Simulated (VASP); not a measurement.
Write the native input for VASP 6.6.1 that does the following.

| Item | Value |
| --- | --- |
| Task | single point |
| Functional | PBE |
| Potentials or basis | VASP PAW PBE potentials, release 64 (Bi_d, S) |
| Cutoff | 520 eV |
| k mesh | 8 × 8 × 8 |
| Occupations | fermi-dirac, width 0.05 eV |
| Spin | no spin polarisation |
| Dipole correction | no |
| Further INCAR settings | ALGO = Normal; EDIFF = 1e-06; NBANDS = 18 |

The structure of BiS lies in POSCAR:

```
BiS
1.0
    2.1370276171      1.2338134654      3.5465518083
   -2.1370276171      1.2338134654      3.5465518083
    0.0000000000     -2.4676269409      3.5465518083
Bi S
1 1
Direct
    0.0000000000      0.0000000000      0.0000000000
    0.5000000000      0.5000000000      0.5000000000
```

One way to write it, as run:

INCAR

```
PREC = Accurate
ENCUT = 520
EDIFF = 1E-6
ISMEAR = -1
SIGMA = 0.05
LREAL = False
LASPH = True
NELM = 60
ALGO = Normal
ISIF = 2
LWAVE = False
LCHARG = False
GGA = PE
NBANDS = 18
```

KPOINTS

```
regular mesh
0
Gamma
  8 8 8
```

Potentials or basis: VASP PAW PBE potentials, release 64 (Bi_d, S).

The run is started by

```bash
$ cat potpaw_PBE.64/Bi_d/POTCAR potpaw_PBE.64/S/POTCAR > POTCAR
$ mpirun -np 1 vasp_std > vasp.out
```

Results of the run:

```yaml
Pressure: -3.4 GPa
Band_gap_on_the_k_mesh: zero (an odd number of electrons rules out a gap without spin polarisation)
```

Caveat: the cell stands under tension; spin-orbit coupling is left out, which moves the levels of the heavy elements.

Wall time 41 s on 1 thread of Intel(R) Xeon(R) Platinum 8488C (Sapphire Rapids), with other jobs on the host, peak memory 0.21 GiB.
